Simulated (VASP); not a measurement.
# F (C2/c) in VASP: a series of runs

F is run at these levels: PBE; tasks: single point.

All numbers are computed with VASP 6.6.1; they aren't measurements. Logs are shortened: lines on timing, memory, paths and dates and some standing lists are left out, and cuts for length are marked.

**1. The cell of the first run**

The structure is monoclinic, space group C2/c (No. 15). Conventional cell: a = 4.925 Å, b = 3.267 Å, c = 6.372 Å, α = 90.00°, β = 90.33°, γ = 90.00°. F (site symmetry 1) has 1 F at 1.35 Å within 1.8 Å.

**2. Single point, PBE (volume changed by -10%)**

Contents of INCAR:

```
SYSTEM = F
ALGO = Normal ; EDIFF = 1E-7
ENCUT = 520 ; GGA = PE
ISIF = 2 ; ISMEAR = 0
LASPH = .TRUE. ; LCHARG = .FALSE.
LREAL = .FALSE. ; LWAVE = .FALSE.
NBANDS = 22 ; NELM = 100
PREC = Accurate ; SIGMA = 0.01
```

Contents of KPOINTS:

```
k-points
0
G
  4 4 2
  0 0 0
```

Contents of POSCAR:

```
F
1.0
    2.4602695493     -1.6336773645      0.1034464603
    2.4602695493      1.6336773645      0.1034464603
   -0.3048475537      0.0000000000      6.3647116088
F
4
Direct
    0.5934893175      0.9074549170      0.5947414458
    0.0925450830      0.4065106825      0.9052585542
    0.4065106825      0.0925450830      0.4052585542
    0.9074549170      0.5934893175      0.0947414458
```

Potentials or basis: VASP PAW PBE potentials, release 64 (F).

Command:

```sh
cat potpaw_PBE.64/F/POTCAR > POTCAR
mpirun -np 1 vasp_std > vasp.out
```

OUTCAR:

```text
SYSTEM = F
   EDIFF = 1E-7
   ENCUT = 520
   GGA = PE
   ISIF = 2
   ISMEAR = 0
   LASPH = .TRUE.
   LREAL = .FALSE.
   NELM = 100
   PREC = Accurate

 ion  position               nearest neighbor table
   1  0.593  0.907  0.595-   3 1.35
   2  0.093  0.407  0.905-   4 1.35
   3  0.407  0.093  0.405-   1 1.35
   4  0.907  0.593  0.095-   2 1.35

  LATTYP: Found a base centered monoclinic cell.
 ALAT       =     4.9248867704
 B/A-ratio  =     0.6634375329
 C/A-ratio  =     1.2938384764
 COS(beta)  =    -0.0058378667

  Lattice vectors:

 A1 = (   2.4602695493,  -1.6336773645,   0.1034464603)
 A2 = (   2.4602695493,   1.6336773645,   0.1034464603)
 A3 = (  -0.3048475537,   0.0000000000,   6.3647116088)

Analysis of symmetry for initial positions (statically):
=====================================================================
 Subroutine PRICEL returns:
 Original cell was already a primitive cell.

 Routine SETGRP: Setting up the symmetry group for a
 base centered monoclinic supercell.

 Subroutine GETGRP returns: Found  4 space group operations
 (whereof  2 operations were pure point group operations)
 out of a pool of  4 trial point group operations.

The static configuration has the point symmetry S_2 .
 The point group associated with its full space group is C_2h.

Analysis of symmetry for dynamics (positions and initial velocities):
=====================================================================
 Subroutine PRICEL returns:
 Original cell was already a primitive cell.

 Routine SETGRP: Setting up the symmetry group for a
 base centered monoclinic supercell.

 Subroutine GETGRP returns: Found  4 space group operations
 (whereof  2 operations were pure point group operations)
 out of a pool of  4 trial point group operations.

The dynamic configuration has the point symmetry S_2 .
 The point group associated with its full space group is C_2h.

 Subroutine INISYM returns: Found  4 space group operations
 (whereof  2 operations are pure point group operations),
 and found     1 'primitive' translations

----------------------------------------------------------------------------------------

                                     Primitive cell

  volume of cell :      51.2662

  direct lattice vectors                    reciprocal lattice vectors
     2.460269549 -1.633677365  0.103446460     0.202821303 -0.306057984  0.009714435
     2.460269549  1.633677365  0.103446460     0.202821303  0.306057984  0.009714435
    -0.304847554  0.000000000  6.364711609    -0.006592960  0.000000000  0.156800530

  length of vectors
     2.955085304  2.955085304  6.372007995     0.367290540  0.367290540  0.156939075

  position of ions in fractional coordinates (direct lattice)
     0.593489318  0.907454917  0.594741446
     0.092545083  0.406510682  0.905258554
     0.406510682  0.092545083  0.405258554
     0.907454917  0.593489318  0.094741446

  ion indices of the primitive-cell ions
   primitive index   ion index
                 1           1
                 2           2
                 3           3
                 4           4

----------------------------------------------------------------------------------------

 KPOINTS: k-points

Automatic generation of k-mesh.
 Grid dimensions read from file:
 generate k-points for:    4    4    2

 Generating k-lattice:

  Cartesian coordinates                     Fractional coordinates (reciprocal lattice)
     0.050705326 -0.076514496  0.002428609     0.250000000  0.000000000  0.000000000
     0.050705326  0.076514496  0.002428609     0.000000000  0.250000000  0.000000000
    -0.003296480  0.000000000  0.078400265     0.000000000  0.000000000  0.500000000

  Length of vectors
     0.091822635  0.091822635  0.078469538

  Shift w.r.t. Gamma in fractional coordinates (k-lattice)
     0.000000000  0.000000000  0.000000000

 Subroutine IBZKPT returns following result:
 ===========================================

 Found     14 irreducible k-points:

 Following reciprocal coordinates:
            Coordinates               Weight
  0.000000  0.000000  0.000000      1.000000
  0.250000 -0.000000  0.000000      4.000000
  0.500000 -0.000000  0.000000      2.000000
  0.250000  0.250000  0.000000      2.000000
  0.500000  0.250000  0.000000      4.000000
 -0.250000  0.250000  0.000000      2.000000
  0.500000  0.500000  0.000000      1.000000
  0.000000  0.000000  0.500000      1.000000
  0.250000 -0.000000  0.500000      4.000000
  0.500000 -0.000000  0.500000      2.000000
  0.250000  0.250000  0.500000      2.000000
  0.500000  0.250000  0.500000      4.000000
 -0.250000  0.250000  0.500000      2.000000
  0.500000  0.500000  0.500000      1.000000
   k-points           NKPTS =     14   k-points in BZ     NKDIM =     14   number of bands    NBANDS=     22
   number of dos      NEDOS =    301   number of ions     NIONS =      4
   total plane-waves  NPLWV =  27648
   dimension x,y,z NGX =    24 NGY =   24 NGZ =   48
   dimension x,y,z NGXF=    48 NGYF=   48 NGZF=   96
   ions per type =               4
   NGX,Y,Z   is equivalent  to a cutoff of  13.50, 13.50, 12.52 a.u.
   NGXF,Y,Z  is equivalent  to a cutoff of  27.00, 27.00, 25.05 a.u.
 SYSTEM =  F
   PREC   = accura    normal or accurate (medium, high low for compatibility)
   ISTART =      0    job   : 0-new  1-cont  2-samecut
   ICHARG =      2    charge: 1-file 2-atom 10-const
   ISPIN  =      1    spin polarized calculation?
   LNONCOLLINEAR =      F non collinear calculations
   LSORBIT =      F    spin-orbit coupling
   LASPH  =      T    aspherical Exc in radial PAW
   ENCUT  =  520.0 eV  38.22 Ry    6.18 a.u.   5.49  5.49 11.85*2*pi/ulx,y,z
   NELM   =    100;   NELMIN=  2; NELMDL= -5     # of ELM steps
   EDIFF  = 0.1E-06   stopping-criterion for ELM
   LREAL  =      F    real-space projection
   EDIFFG = 0.1E-05   stopping-criterion for IOM
   NSW    =      0    number of steps for IOM
   IBRION =     -1    ionic relax: 0-MD 1-quasi-New 2-CG
   NFREE  =      0    steps in history (QN), initial steepest desc. (CG)
   ISIF   =      2    stress and relaxation
   ISYM   =      2    0-nonsym 1-usesym 2-fastsym
   POTIM  = 0.5000    time-step for ionic-motion
   TEBEG  =    0.0;   TEEND  =   0.0 temperature during run
   PSTRESS=    0.0 pullay stress
[... 42 lines left out ...]
 fundamental gap:      3.5892535152
 Fermi energy:        -3.7130148962

 k-point     1 :       0.0000    0.0000    0.0000
  band No.  band energies     occupation
      1     -30.0722      2.00000
      2     -29.8953      2.00000
      3     -22.5530      2.00000
      4     -21.9693      2.00000
      5     -11.1805      2.00000
      6     -10.0744      2.00000
[... 14 lines left out ...]
     21      17.9521      0.00000
     22      18.3885      0.00000

 k-point     2 :       0.2500   -0.0000    0.0000
  band No.  band energies     occupation
      1     -29.9687      2.00000
      2     -29.8425      2.00000
      3     -22.4492      2.00000
      4     -22.0385      2.00000
      5     -11.0702      2.00000
      6     -10.2277      2.00000
[... 14 lines left out ...]
     21      16.0690      0.00000
     22      16.6986      0.00000

 k-point     3 :       0.5000   -0.0000    0.0000
  band No.  band energies     occupation
      1     -29.8257      2.00000
      2     -29.8254      2.00000
      3     -22.2282      2.00000
      4     -22.2273      2.00000
      5     -10.6883      2.00000
      6     -10.6874      2.00000
[... 14 lines left out ...]
     21      13.2374      0.00000
     22      13.2539      0.00000

 k-point     4 :       0.2500    0.2500    0.0000
  band No.  band energies     occupation
      1     -29.9581      2.00000
      2     -29.8053      2.00000
      3     -22.4471      2.00000
      4     -21.9498      2.00000
      5     -11.0543      2.00000
      6     -10.1175      2.00000
[... 14 lines left out ...]
     21      16.2954      0.00000
     22      16.5169      0.00000

 k-point     5 :       0.5000    0.2500    0.0000
  band No.  band energies     occupation
      1     -29.8467      2.00000
      2     -29.7565      2.00000
      3     -22.3247      2.00000
      4     -22.0373      2.00000
      5     -10.8634      2.00000
      6     -10.3311      2.00000
[... 14 lines left out ...]
     21      13.6427      0.00000
     22      14.6106      0.00000

 k-point     6 :      -0.2500    0.2500    0.0000
  band No.  band energies     occupation
      1     -29.8393      2.00000
      2     -29.8132      2.00000
      3     -22.2700      2.00000
      4     -22.1837      2.00000
      5     -10.8007      2.00000
      6     -10.5429      2.00000
[... 14 lines left out ...]
     21      14.7808      0.00000
     22      15.4454      0.00000

 k-point     7 :       0.5000    0.5000    0.0000
  band No.  band energies     occupation
      1     -29.8409      2.00000
      2     -29.7137      2.00000
      3     -22.3382      2.00000
      4     -21.9295      2.00000
      5     -10.8737      2.00000
      6     -10.1580      2.00000
[... 14 lines left out ...]
     21      14.6001      0.00000
     22      16.2206      0.00000

 k-point     8 :       0.0000    0.0000    0.5000
  band No.  band energies     occupation
      1     -29.9859      2.00000
      2     -29.9859      2.00000
      3     -22.2662      2.00000
      4     -22.2662      2.00000
      5     -10.6623      2.00000
      6     -10.6623      2.00000
[... 14 lines left out ...]
     21      18.8770      0.00000
     22      18.8770      0.00000

 k-point     9 :       0.2500   -0.0000    0.5000
  band No.  band energies     occupation
      1     -29.9071      2.00000
      2     -29.9063      2.00000
      3     -22.2478      2.00000
      4     -22.2456      2.00000
      5     -10.6501      2.00000
      6     -10.6460      2.00000
[... 14 lines left out ...]
     21      15.1749      0.00000
     22      15.1861      0.00000

 k-point    10 :       0.5000   -0.0000    0.5000
  band No.  band energies     occupation
      1     -29.8261      2.00000
      2     -29.8251      2.00000
      3     -22.2305      2.00000
      4     -22.2272      2.00000
      5     -10.6075      2.00000
      6     -10.6016      2.00000
[... 14 lines left out ...]
     21      15.3365      0.00000
     22      15.4089      0.00000

 k-point    11 :       0.2500    0.2500    0.5000
  band No.  band energies     occupation
      1     -29.8835      2.00000
      2     -29.8825      2.00000
      3     -22.2033      2.00000
      4     -22.1999      2.00000
      5     -10.6186      2.00000
      6     -10.6118      2.00000
[... 14 lines left out ...]
     21      16.2266      0.00000
     22      16.2673      0.00000

 k-point    12 :       0.5000    0.2500    0.5000
  band No.  band energies     occupation
      1     -29.8024      2.00000
      2     -29.8017      2.00000
      3     -22.1835      2.00000
      4     -22.1811      2.00000
      5     -10.5811      2.00000
      6     -10.5761      2.00000
[... 14 lines left out ...]
     21      15.1989      0.00000
     22      15.2500      0.00000

 k-point    13 :      -0.2500    0.2500    0.5000
  band No.  band energies     occupation
      1     -29.8262      2.00000
      2     -29.8262      2.00000
      3     -22.2280      2.00000
      4     -22.2280      2.00000
      5     -10.6057      2.00000
      6     -10.6057      2.00000
[... 14 lines left out ...]
     21      14.4575      0.00000
     22      14.4575      0.00000

 k-point    14 :       0.5000    0.5000    0.5000
  band No.  band energies     occupation
      1     -29.7783      2.00000
      2     -29.7783      2.00000
      3     -22.1357      2.00000
      4     -22.1357      2.00000
      5     -10.5392      2.00000
      6     -10.5392      2.00000
[... 14 lines left out ...]
     21      16.1317      0.00000
     22      16.1317      0.00000

------------------------ aborting loop because EDIFF is reached ----------------------------------------

  FORCE on cell =-STRESS in cart. coord.  units (eV):
  Direction    XX          YY          ZZ          XY          YZ          ZX
  --------------------------------------------------------------------------------------
  -------------------------------------------------------------------------------------
  Total        0.7930089      2.5778089      7.8165773      0.0000000      0.0000000     -0.3075283
  in kB       24.7831879     80.5619259    244.2844133      0.0000000      0.0000000     -9.6109050
  external PRESSURE =     116.5431757 kB  Pullay stress =       0.0000000 kB

 VOLUME and BASIS-vectors are now :
 -----------------------------------------------------------------------------
  energy-cutoff  :      520.00
  volume of cell :       51.27
      direct lattice vectors                 reciprocal lattice vectors
     2.460269549 -1.633677365  0.103446460     0.202821303 -0.306057984  0.009714435
     2.460269549  1.633677365  0.103446460     0.202821303  0.306057984  0.009714435
    -0.304847554  0.000000000  6.364711609    -0.006592960  0.000000000  0.156800530

 POSITION                                       TOTAL-FORCE (eV/Angst)
 -----------------------------------------------------------------------------------
      3.51142      0.51292      3.94063        -0.126783     -1.456909      2.879303
      0.95185      0.51292      5.81334         0.126783     -1.456909     -2.879303
      1.10427     -0.51292      2.63098         0.126783      1.456909     -2.879303
      3.66385     -0.51292      0.75827        -0.126783      1.456909      2.879303
 -----------------------------------------------------------------------------------
    total drift:                                0.000000     -0.000000      0.000000

  FREE ENERGIE OF THE ION-ELECTRON SYSTEM (eV)
  ---------------------------------------------------
  free  energy   TOTEN  =        -6.9399917835 eV

  energy  without entropy=       -6.9399917835  energy(sigma->0) =       -6.93999178
```

Run time: 10 s. Hardware: 1 thread of Intel Xeon 6975P-C, shared host; peak memory 0.16 GiB.

Results:

| Property | Result |
| --- | --- |
| Free energy | -6.9400 eV |
| Pressure | 11.7 GPa |
| Largest force | 3.229 eV/Å |
| Band gap on the k mesh | 3.59 eV, direct |

Forces in eV/Å, atoms in the order of the input:
```
F   -0.127 -1.457  2.879
F    0.127 -1.457 -2.879
F    0.127  1.457 -2.879
F   -0.127  1.457  2.879
```

Levels at points of the mesh, in eV from the valence-band top:
```
           k point  band 11  band 12  band 13  band 14  band 15  band 16  band 17  band 18
(0.00, 0.00, 0.00)    -0.51    -0.17    -0.02     0.00     3.59     4.69     9.85    12.37
(0.50, 0.00, 0.00)    -0.53    -0.52    -0.09    -0.09     4.27     4.27    14.63    14.63
(0.50, 0.50, 0.00)    -0.95    -0.68    -0.21    -0.17     3.95     4.56    15.05    15.55
(0.00, 0.00, 0.50)    -0.37    -0.37    -0.01    -0.01     4.10     4.10    10.85    10.85
(0.50, 0.00, 0.50)    -0.45    -0.45    -0.04    -0.03     4.22     4.23    14.95    14.97
(0.50, 0.50, 0.50)    -0.54    -0.54    -0.47    -0.47     4.24     4.24    15.55    15.55
```

Caveat: the k points lie up to 0.58 Å⁻¹ apart; the cell differs from its parent crystal (volume changed by -10%); forces of over 1 eV/Å act on the atoms, so gaps and moduli don't describe the material at rest.

**3. Single point, PBE (volume changed by -5%)**

Contents of INCAR:

```
  PREC = Accurate
  ENCUT = 520
  EDIFF = 1E-6
  ISMEAR = 0
  SIGMA = 0.01
  LREAL = F
  LASPH = T
  NELM = 60
  ALGO = Normal
  ISIF = 2
  LWAVE = F
  LCHARG = F
  GGA = PE
  NBANDS = 22
```

Contents of KPOINTS:

```
regular mesh
0
Gamma
  4 4 2
```

Contents of POSCAR:

```
F
1.0
    2.5050114965     -1.6633870791      0.1053277160
    2.5050114965      1.6633870791      0.1053277160
   -0.3103914475      0.0000000000      6.4804589220
F
4
Direct
    0.5934893175      0.9074549170      0.5947414458
    0.0925450830      0.4065106825      0.9052585542
    0.4065106825      0.0925450830      0.4052585542
    0.9074549170      0.5934893175      0.0947414458
```

Potentials or basis: VASP PAW PBE potentials, release 64 (F).

Command:

```sh
cat potpaw_PBE.64/F/POTCAR > POTCAR
mpirun -np 1 vasp_std > vasp.out
```

Run time: 9.2 s. Hardware: 1 thread of Intel Xeon 6975P-C, shared host; peak memory 0.16 GiB.

It converged, with:

| Property | Result |
| --- | --- |
| Free energy | -7.1183 eV |
| Pressure | 7.2 GPa |
| Largest force | 2.036 eV/Å |
| Band gap on the k mesh | 3.29 eV, direct |

Forces on the atoms (eV/Å):
```
F   -0.080 -0.911  1.819
F    0.080 -0.911 -1.819
F    0.080  0.911 -1.819
F   -0.080  0.911  1.819
```

Stress tensor (GPa, compression positive):
```
 1.77  0.00 -0.57
 0.00  5.02  0.00
-0.57  0.00 14.82
```

Levels at points of the mesh, in eV from the valence-band top:
```tsv
k point	band 12	band 13	band 14	band 15	band 16	band 17
(0.00, 0.00, 0.00)	-0.16	-0.02	0.00	3.29	4.31	9.72
(0.50, 0.00, 0.00)	-0.47	-0.08	-0.08	3.92	3.92	14.41
(0.50, 0.50, 0.00)	-0.62	-0.19	-0.15	3.62	4.20	14.84
(0.00, 0.00, 0.50)	-0.34	-0.01	-0.01	3.77	3.77	10.69
(0.50, 0.00, 0.50)	-0.41	-0.04	-0.03	3.88	3.88	14.77
(0.50, 0.50, 0.50)	-0.48	-0.42	-0.42	3.90	3.90	15.32
```

Caveat: the k points lie up to 0.57 Å⁻¹ apart; the cell differs from its parent crystal (volume changed by -5%); forces of over 1 eV/Å act on the atoms, so gaps and moduli don't describe the material at rest. A k mesh can miss the band edges.

**4. Single point, PBE**

This run uses another cell than the first one, of 14.24 Å³/atom, 1.111 times its volume.

Contents of INCAR:

```
SYSTEM = F
PREC = Accurate
ENCUT = 520
EDIFF = 1E-7
ISMEAR = 0
SIGMA = 0.01
LREAL = .FALSE.
LASPH = .TRUE.
NELM = 100
ALGO = Normal
ISIF = 2
LWAVE = .FALSE.
LCHARG = .TRUE.
GGA = PE
LELF = .TRUE.
LVHAR = .TRUE.
NBANDS = 22
```

Contents of KPOINTS:

```
Automatic mesh
0
G
  4 4 2
  0 0 0
```

Contents of POSCAR:

```
F
1.0
    2.5482098390     -1.6920718037      0.1071440680
    2.5482098390      1.6920718037      0.1071440680
   -0.3157440761      0.0000000000      6.5922129339
F
4
Direct
    0.5934893175      0.9074549170      0.5947414458
    0.0925450830      0.4065106825      0.9052585542
    0.4065106825      0.0925450830      0.4052585542
    0.9074549170      0.5934893175      0.0947414458
```

Command:

```sh
cat potpaw_PBE.64/F/POTCAR > POTCAR
mpirun -np 1 vasp_std > vasp.out
```

Run time: 12 s. Hardware: 1 thread of Intel Xeon 6975P-C, shared host; peak memory 0.16 GiB.

The run converged. Its results:

* Free energy: -7.2249 eV
* Pressure: 3.7 GPa
* Largest force: 1.035 eV/Å
* Band gap on the k mesh: 3.03 eV, direct

Forces in eV/Å, atoms in the order of the input:
```
F   -0.041 -0.455  0.929
F    0.041 -0.455 -0.929
F    0.041  0.455 -0.929
F   -0.041  0.455  0.929
```

Stress tensor (GPa, compression positive):
```
 1.21  0.00 -0.26
 0.00  2.67  0.00
-0.26  0.00  7.29
```

Levels at points of the mesh, in eV from the valence-band top:
| k point | band 12 | band 13 | band 14 | band 15 | band 16 | band 17 |
| --- | --- | --- | --- | --- | --- | --- |
| (0.00, 0.00, 0.00) | -0.14 | -0.02 | 0.00 | 3.03 | 3.97 | 9.62 |
| (0.50, 0.00, 0.00) | -0.43 | -0.08 | -0.08 | 3.61 | 3.61 | 14.22 |
| (0.50, 0.50, 0.00) | -0.56 | -0.17 | -0.14 | 3.33 | 3.87 | 14.64 |
| (0.00, 0.00, 0.50) | -0.31 | -0.01 | -0.01 | 3.47 | 3.47 | 10.56 |
| (0.50, 0.00, 0.50) | -0.37 | -0.04 | -0.03 | 3.57 | 3.57 | 14.61 |
| (0.50, 0.50, 0.50) | -0.43 | -0.38 | -0.38 | 3.59 | 3.59 | 15.11 |

Caveat: the k points lie up to 0.56 Å⁻¹ apart; forces of over 1 eV/Å act on the atoms, so gaps and moduli don't describe the material at rest.

**5. Overview**

| cell | gap on the mesh (eV) | pressure (GPa) | largest force (eV/Å) |
| --- | --- | --- | --- |
| a = 2.955, b = 2.955, c = 6.372 Å, angles 90.3, 90.3, 67.1°, 4 atoms | 3.59 | 11.7 | 3.23 |
| a = 3.009, b = 3.009, c = 6.488 Å, angles 90.3, 90.3, 67.1°, 4 atoms | 3.29 | 7.2 | 2.04 |
| a = 3.061, b = 3.061, c = 6.600 Å, angles 90.3, 90.3, 67.1°, 4 atoms | 3.03 | 3.7 | 1.04 |

Alike in all rows: task single point; level PBE; potentials or basis VASP PAW PBE potentials, release 64 (F); no spin polarisation; k mesh 4 × 4 × 2; cutoff (eV) 520; smearing gaussian 0.01 eV.

Caveats: all runs use coarse meshes; forces of over 1 eV/Å act on the atoms, so gaps and moduli don't describe the material at rest.

Absolute energies hang on the potentials; compare differences alone.
